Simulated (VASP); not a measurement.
# Rb (Pm-3m) in VASP: notebook

Runs on Rb. Level: r2SCAN. Tasks: single point, relaxation of cell and atoms.

All numbers are computed with VASP 6.6.1; they aren't measurements. Logs are shortened: lines on timing, memory, paths and dates and some standing lists are left out, and cuts for length are marked.

## Step 1: The cell of the first run

Symmetry: Pm-3m, No. 221, cubic system. Conventional cell: a = 4.555 Å, b = 4.555 Å, c = 4.555 Å, α = 90.00°, β = 90.00°, γ = 90.00°.

This isn't the form of Rb at room conditions, which is bcc.

## Step 2: Single point, r2SCAN

POSCAR

```
Rb
1.0
    4.5550698096      0.0000000000      0.0000000000
    0.0000000000      4.5550698096      0.0000000000
    0.0000000000      0.0000000000      4.5550698096
Rb
1
Direct
    0.0000000000      0.0000000000      0.0000000000
```

INCAR.step1

```
SYSTEM = Rb
PREC = Accurate ; ENCUT = 520
ISMEAR = 0 ; SIGMA = 0.1
LREAL = .FALSE. ; LASPH = .TRUE.
NELM = 80 ; NBANDS = 10
GGA = PE ; ALGO = Normal
EDIFF = 1E-4 ; LWAVE = .TRUE.
LCHARG = .FALSE.
```

INCAR.step2

```
SYSTEM = Rb
PREC = Accurate ; ENCUT = 520
EDIFF = 1E-6 ; ISMEAR = 0
SIGMA = 0.1 ; LREAL = .FALSE.
LASPH = .TRUE. ; NELM = 80
ALGO = Normal ; ISIF = 2
LWAVE = .FALSE. ; LCHARG = .FALSE.
METAGGA = R2SCAN ; LMIXTAU = .TRUE.
NBANDS = 10 ; ISTART = 1
```

KPOINTS

```
regular mesh
0
G
  4 4 4
  0 0 0
```

Potentials or basis: VASP PAW PBE potentials, release 64 (Rb_sv).

Command:

```sh
> cat potpaw_PBE.64/Rb_sv/POTCAR > POTCAR
> cp INCAR.step1 INCAR
> mpirun -np 1 vasp_std > vasp.out
> cp INCAR.step2 INCAR
> mpirun -np 1 vasp_std > vasp.out
```

OUTCAR:

```text
SYSTEM = Rb
   PREC = Accurate
   ENCUT = 520
   EDIFF = 1E-6
   ISMEAR = 0
   LREAL = .FALSE.
   LASPH = .TRUE.
   NELM = 80
   ISIF = 2
   METAGGA = R2SCAN
   ISTART = 1

 ion  position               nearest neighbor table
   1  0.000  0.000  0.000-

  LATTYP: Found a simple cubic cell.
 ALAT       =     4.5550698096

  Lattice vectors:

 A1 = (   4.5550698096,   0.0000000000,   0.0000000000)
 A2 = (   0.0000000000,   4.5550698096,   0.0000000000)
 A3 = (   0.0000000000,   0.0000000000,   4.5550698096)

Analysis of symmetry for initial positions (statically):
=====================================================================
 Subroutine PRICEL returns:
 Original cell was already a primitive cell.

 Routine SETGRP: Setting up the symmetry group for a
 simple cubic supercell.

 Subroutine GETGRP returns: Found 48 space group operations
 (whereof 48 operations were pure point group operations)
 out of a pool of 48 trial point group operations.

The static configuration has the point symmetry O_h .

Analysis of symmetry for dynamics (positions and initial velocities):
=====================================================================
 Subroutine PRICEL returns:
 Original cell was already a primitive cell.

 Routine SETGRP: Setting up the symmetry group for a
 simple cubic supercell.

 Subroutine GETGRP returns: Found 48 space group operations
 (whereof 48 operations were pure point group operations)
 out of a pool of 48 trial point group operations.

The dynamic configuration has the point symmetry O_h .

 Subroutine INISYM returns: Found 48 space group operations
 (whereof 48 operations are pure point group operations),
 and found     1 'primitive' translations

----------------------------------------------------------------------------------------

                                     Primitive cell

  volume of cell :      94.5116

  direct lattice vectors                    reciprocal lattice vectors
     4.555069810  0.000000000  0.000000000     0.219535604  0.000000000  0.000000000
     0.000000000  4.555069810  0.000000000     0.000000000  0.219535604  0.000000000
     0.000000000  0.000000000  4.555069810     0.000000000  0.000000000  0.219535604

  length of vectors
     4.555069810  4.555069810  4.555069810     0.219535604  0.219535604  0.219535604

  position of ions in fractional coordinates (direct lattice)
     0.000000000  0.000000000  0.000000000

  ion indices of the primitive-cell ions
   primitive index   ion index
                 1           1

----------------------------------------------------------------------------------------

 KPOINTS: regular mesh

Automatic generation of k-mesh.
 Grid dimensions read from file:
 generate k-points for:    4    4    4

 Generating k-lattice:

  Cartesian coordinates                     Fractional coordinates (reciprocal lattice)
     0.054883901  0.000000000  0.000000000     0.250000000  0.000000000  0.000000000
     0.000000000  0.054883901  0.000000000     0.000000000  0.250000000  0.000000000
     0.000000000  0.000000000  0.054883901     0.000000000  0.000000000  0.250000000

  Length of vectors
     0.054883901  0.054883901  0.054883901

  Shift w.r.t. Gamma in fractional coordinates (k-lattice)
     0.000000000  0.000000000  0.000000000

 Subroutine IBZKPT returns following result:
 ===========================================

 Found     10 irreducible k-points:

 Following reciprocal coordinates:
            Coordinates               Weight
  0.000000  0.000000  0.000000      1.000000
  0.250000  0.000000  0.000000      6.000000
  0.500000  0.000000  0.000000      3.000000
  0.250000  0.250000  0.000000     12.000000
  0.500000  0.250000  0.000000     12.000000
  0.500000  0.500000  0.000000      3.000000
  0.250000  0.250000  0.250000      8.000000
  0.500000  0.250000  0.250000     12.000000
  0.500000  0.500000  0.250000      6.000000
  0.500000  0.500000  0.500000      1.000000
   k-points           NKPTS =     10   k-points in BZ     NKDIM =     10   number of bands    NBANDS=     10
   number of dos      NEDOS =    301   number of ions     NIONS =      1
   total plane-waves  NPLWV =  46656
   dimension x,y,z NGX =    36 NGY =   36 NGZ =   36
   dimension x,y,z NGXF=    72 NGYF=   72 NGZF=   72
   ions per type =               1
   NGX,Y,Z   is equivalent  to a cutoff of  13.14, 13.14, 13.14 a.u.
   NGXF,Y,Z  is equivalent  to a cutoff of  26.28, 26.28, 26.28 a.u.
 SYSTEM =  Rb
   PREC   = accura    normal or accurate (medium, high low for compatibility)
   ISTART =      1    job   : 0-new  1-cont  2-samecut
   ICHARG =      0    charge: 1-file 2-atom 10-const
   ISPIN  =      1    spin polarized calculation?
   LNONCOLLINEAR =      F non collinear calculations
   LSORBIT =      F    spin-orbit coupling
   LASPH  =      T    aspherical Exc in radial PAW
   ENCUT  =  520.0 eV  38.22 Ry    6.18 a.u.   8.47  8.47  8.47*2*pi/ulx,y,z
   NELM   =     80;   NELMIN=  2; NELMDL=  0     # of ELM steps
   EDIFF  = 0.1E-05   stopping-criterion for ELM
   LREAL  =      F    real-space projection
   EDIFFG = 0.1E-04   stopping-criterion for IOM
   NSW    =      0    number of steps for IOM
   IBRION =     -1    ionic relax: 0-MD 1-quasi-New 2-CG
   NFREE  =      0    steps in history (QN), initial steepest desc. (CG)
   ISIF   =      2    stress and relaxation
   ISYM   =      2    0-nonsym 1-usesym 2-fastsym
   POTIM  = 0.5000    time-step for ionic-motion
   TEBEG  =    0.0;   TEEND  =   0.0 temperature during run
   PSTRESS=    0.0 pullay stress
   NELECT =       9.0000    total number of electrons
   NUPDOWN=      -1.0000    fix difference up-down
   EMIN   =  10.00;   EMAX   =-10.00  energy-range for DOS
   EFERMI =   0.00;   METHOD = LEGACY
   ISMEAR =     0;   SIGMA  =   0.10  broadening in eV -4-tet -1-fermi 0-gaus
   EFERMI_NEDOS =   21; number of points for ismear=-14 and -15
   IALGO  =     38    algorithm
   IMIX   =      4    mixing-type and parameters
     AMIX     =   0.40;   BMIX     =  1.00
     AMIX_MAG =   1.60;   BMIX_MAG =  1.00
  volume/ion in A,a.u.               =      94.51       637.80
  Fermi-wavevector in a.u.,A,eV,Ry     =   0.747585  1.412731  7.604071  0.558883
  Thomas-Fermi vector in A             =   1.843674
   LORBIT       =      0    0 simple, 1 ext, 2 COOP (PROOUT), +10 PAW based schemes
   METAGGA = R2SCAN    functional components
   LHFCALC =     F    Hartree Fock is set to
   AEXX    =    0.0000 exact exchange contribution
   IVDW    =     0    specifies the selected vdW correction
   LEPSILON=     F    determine dielectric tensor
   LRPA    =     F    only Hartree local field effects (RPA)
 non-spin polarized calculation
 Gauss-broadening in eV      SIGMA  =   0.10
  energy-cutoff  :      520.00
  volume of cell :       94.51
 maximum number of plane-waves:      2560
 NGX is ok and might be reduce to    36
   NGX = 17   NGY = 17   NGZ = 17

 number of electron       9.0000000 magnetization

 Free energy of the ion-electron system (eV)
  ---------------------------------------------------
  ext. energy  EPLUGINS =         0.00000000
  ---------------------------------------------------
  free energy    TOTEN  =       -13.82806252 eV

  energy without entropy =      -13.82536070  energy(sigma->0) =      -13.82671161

 E-fermi :   0.2293     XC(G=0):  -5.6210

 val. band max:        0.2002613078   @ k =   0.5000   0.0000   0.0000
 cond. band min:       0.4271854551   @ k =   0.5000   0.2500   0.0000
 fundamental gap:      0.2269241473
 Fermi energy:         0.2293068899

 k-point     1 :       0.0000    0.0000    0.0000
  band No.  band energies     occupation
      1     -30.2767      2.00000
      2     -13.7515      2.00000
      3     -13.7515      2.00000
      4     -13.7515      2.00000
      5      -2.0215      2.00000
      6       2.6257      0.00000
      7       2.6257      0.00000
      8       6.3657      0.00000
      9       6.3657      0.00000
     10       6.3659      0.00000

 k-point     2 :       0.2500    0.0000    0.0000
  band No.  band energies     occupation
      1     -30.2740      2.00000
      2     -13.8191      2.00000
      3     -13.7456      2.00000
      4     -13.7456      2.00000
      5      -1.4367      2.00000
      6       2.0200      0.00000
      7       2.9111      0.00000
      8       5.0765      0.00000
      9       5.0765      0.00000
     10       5.6448      0.00000

 k-point     3 :       0.5000    0.0000    0.0000
  band No.  band energies     occupation
      1     -30.2713      2.00000
      2     -13.8850      2.00000
      3     -13.7397      2.00000
      4     -13.7397      2.00000
      5       0.0349      1.99404
      6       0.2003      1.31876
      7       3.2935      0.00000
      8       4.5564      0.00000
      9       4.5564      0.00000
     10       6.6512      0.00000

 k-point     4 :       0.2500    0.2500    0.0000
  band No.  band energies     occupation
      1     -30.2713      2.00000
      2     -13.8135      2.00000
      3     -13.8093      2.00000
      4     -13.7399      2.00000
      5      -0.8873      2.00000
      6       2.3191      0.00000
      7       2.4509      0.00000
      8       4.0191      0.00000
      9       5.1096      0.00000
     10       5.6634      0.00000

 k-point     5 :       0.5000    0.2500    0.0000
  band No.  band energies     occupation
      1     -30.2687      2.00000
      2     -13.8757      2.00000
      3     -13.8037      2.00000
      4     -13.7341      2.00000
      5       0.4272      0.00514
      6       0.6803      0.00000
      7       3.2580      0.00000
      8       3.3585      0.00000
      9       4.7939      0.00000
     10       5.6527      0.00000

 k-point     6 :       0.5000    0.5000    0.0000
  band No.  band energies     occupation
      1     -30.2660      2.00000
      2     -13.8663      2.00000
      3     -13.8663      2.00000
      4     -13.7286      2.00000
      5       0.7834      0.00000
      6       2.1355      0.00000
      7       2.3124      0.00000
      8       2.3124      0.00000
      9       5.0903      0.00000
     10       5.0903      0.00000

 k-point     7 :       0.2500    0.2500    0.2500
  band No.  band energies     occupation
      1     -30.2687      2.00000
      2     -13.8079      2.00000
      3     -13.8021      2.00000
      4     -13.8021      2.00000
      5      -0.3804      2.00000
      6       2.6096      0.00000
      7       2.6096      0.00000
      8       3.4331      0.00000
      9       4.4798      0.00000
     10       4.4798      0.00000

 k-point     8 :       0.5000    0.2500    0.2500
  band No.  band energies     occupation
      1     -30.2660      2.00000
      2     -13.8668      2.00000
      3     -13.7984      2.00000
      4     -13.7949      2.00000
      5       0.7174      0.00000
      6       1.2483      0.00000
      7       2.8367      0.00000
      8       3.7972      0.00000
      9       4.3193      0.00000
     10       4.5445      0.00000

 k-point     9 :       0.5000    0.5000    0.2500
  band No.  band energies     occupation
      1     -30.2634      2.00000
      2     -13.8579      2.00000
      3     -13.8579      2.00000
      4     -13.7896      2.00000
      5       1.2090      0.00000
      6       2.1444      0.00000
      7       2.1444      0.00000
      8       3.0545      0.00000
      9       4.8393      0.00000
     10       4.8393      0.00000

 k-point    10 :       0.5000    0.5000    0.5000
  band No.  band energies     occupation
      1     -30.2609      2.00000
      2     -13.8494      2.00000
      3     -13.8494      2.00000
      4     -13.8494      2.00000
      5       1.9668      0.00000
      6       1.9668      0.00000
      7       1.9668      0.00000
      8       3.8527      0.00000
      9       4.7099      0.00000
     10       4.7099      0.00000

------------------------ aborting loop because EDIFF is reached ----------------------------------------

  FORCE on cell =-STRESS in cart. coord.  units (eV):
  Direction    XX          YY          ZZ          XY          YZ          ZX
  --------------------------------------------------------------------------------------
  -------------------------------------------------------------------------------------
  Total        0.0686748      0.0686748      0.0686748     -0.0000000     -0.0000000      0.0000000
  in kB        1.1641866      1.1641866      1.1641866     -0.0000000     -0.0000000      0.0000000
  external PRESSURE =       1.1641866 kB  Pullay stress =       0.0000000 kB

 VOLUME and BASIS-vectors are now :
 -----------------------------------------------------------------------------
  energy-cutoff  :      520.00
  volume of cell :       94.51
      direct lattice vectors                 reciprocal lattice vectors
     4.555069810  0.000000000  0.000000000     0.219535604  0.000000000  0.000000000
     0.000000000  4.555069810  0.000000000     0.000000000  0.219535604  0.000000000
     0.000000000  0.000000000  4.555069810     0.000000000  0.000000000  0.219535604

 POSITION                                       TOTAL-FORCE (eV/Angst)
 -----------------------------------------------------------------------------------
      0.00000      0.00000      0.00000         0.000000      0.000000      0.000000
 -----------------------------------------------------------------------------------
    total drift:                                0.000000      0.000000     -0.000000

  FREE ENERGIE OF THE ION-ELECTRON SYSTEM (eV)
  ---------------------------------------------------
  free  energy   TOTEN  =       -13.8280625195 eV

  energy  without entropy=      -13.8253607028  energy(sigma->0) =      -13.82671161
```

Wall time 50 s (1 thread of Intel Xeon 8259CL, shared host); peak memory 0.21 GiB.

What came out:

```yaml
Free_energy: -13.8281 eV
Pressure: 0.1 GPa
Band_gap_on_the_k_mesh: zero (an odd number of electrons rules out a gap without spin polarisation)
```

Levels at points of the mesh, in eV from the Fermi level:
```csv
k point,band 2,band 3,band 4,band 5,band 6,band 7
"(0.00, 0.00, 0.00)",-13.98,-13.98,-13.98,-2.25,2.40,2.40
"(0.50, 0.00, 0.00)",-14.11,-13.97,-13.97,-0.19,-0.03,3.06
"(0.50, 0.50, 0.00)",-14.10,-14.10,-13.96,0.55,1.91,2.08
"(0.50, 0.50, 0.50)",-14.08,-14.08,-14.08,1.74,1.74,1.74
```

Caveat: the PAW data sets were made with another functional, which shifts forces and pressure a little.

## Step 3: Single point, r2SCAN

This run uses another cell than the first one, of 98.25 Å³/atom.

POSCAR

```
Rb
1.0
    4.6143931082      0.0000000000      0.0000000000
    0.0000000000      4.6143931082      0.0000000000
    0.0000000000      0.0000000000      4.6143931082
Rb
1
Direct
    0.0000000000      0.0000000000      0.0000000000
```

INCAR.step1

```
SYSTEM = Rb
  PREC = Accurate
  ENCUT = 520
  ISMEAR = 0
  SIGMA = 0.1
  LREAL = .FALSE.
  LASPH = .TRUE.
  NELM = 60
  NBANDS = 10
  GGA = PE
  ALGO = Normal
  EDIFF = 1E-4
  LWAVE = .TRUE.
  LCHARG = .FALSE.
```

INCAR.step2

```
SYSTEM = Rb
  PREC = Accurate
  ENCUT = 520
  EDIFF = 1E-6
  ISMEAR = 0
  SIGMA = 0.1
  LREAL = .FALSE.
  LASPH = .TRUE.
  NELM = 60
  ALGO = Normal
  ISIF = 2
  LWAVE = .FALSE.
  LCHARG = .FALSE.
  METAGGA = R2SCAN
  LMIXTAU = .TRUE.
  NBANDS = 10
  ISTART = 1
```

KPOINTS

```
Automatic mesh
0
G
  12 12 12
  0 0 0
```

Potentials or basis: VASP PAW PBE potentials, release 64 (Rb_sv).

Command:

```sh
> cat potpaw_PBE.64/Rb_sv/POTCAR > POTCAR
> cp INCAR.step1 INCAR
> mpirun -np 1 vasp_std > vasp.out
> cp INCAR.step2 INCAR
> mpirun -np 1 vasp_std > vasp.out
```

Run time: 5.4 min. Hardware: 1 thread of Intel Xeon 8259CL, shared host; peak memory 0.26 GiB.

It converged, with:

```
Free energy            : -13.8208 eV
Pressure               : 0.0 GPa
Band gap on the k mesh : zero (an odd number of electrons rules out a gap without spin polarisation)
```

Levels at points of the mesh, in eV from the Fermi level:
| k point | band 2 | band 3 | band 4 | band 5 | band 6 | band 7 |
| --- | --- | --- | --- | --- | --- | --- |
| (0.00, 0.00, 0.00) | -13.81 | -13.81 | -13.81 | -2.00 | 2.59 | 2.59 |
| (0.50, 0.00, 0.00) | -13.93 | -13.80 | -13.80 | -0.01 | 0.17 | 3.25 |
| (0.50, 0.50, 0.00) | -13.91 | -13.91 | -13.79 | 0.79 | 2.05 | 2.20 |
| (0.50, 0.50, 0.50) | -13.90 | -13.90 | -13.90 | 1.94 | 1.94 | 1.94 |

Caveat: the PAW data sets were made with another functional, which shifts forces and pressure a little.

(Part 1 of 2 ends here.)
